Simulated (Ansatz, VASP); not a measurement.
**Ag in VASP and in Ansatz**

```
CELL_PARAMETERS angstrom
1.49437 -2.34930 0.00000
1.49437 2.34930 0.00000
0.00000 0.00000 2.79697
ATOMIC_POSITIONS crystal
Ag 0.50000 0.50000 0.50000
```

Alike in both runs: task relaxation of cell and atoms; functional PBE; k mesh 22 × 22 × 20; occupations gaussian, width 0.1 eV; no spin polarisation.

```csv
,VASP,Ansatz
version,VASP 6.6.1,Ansatz 0.2.0
potentials or method,"VASP PAW PBE potentials, release 64 (Ag), cutoff 600 eV","scalar-relativistic, plane waves, PAW"
valence electrons in the cell,11,19
```

Ansatz gave:

```
gap on the k mesh at the Fermi level, each at its own relaxed structure (eV) : none
relaxed volume (Å³/atom)                                                     : 19.43
relaxed cell length with the largest relative difference (Å)                 : 2.776
```

**Question.** Estimate VASP's values.

**Answer.** gap on the k mesh at the Fermi level, each at its own relaxed structure (eV): none; relaxed volume (Å³/atom): 19.40; relaxed cell length with the largest relative difference (Å): 2.773.

A gap of «none» marks a metal or a gap that the smearing closes. VASP's potentials hold 11 valence electrons a cell and Ansatz's 19, so a difference there can come from the potentials and not from the codes.
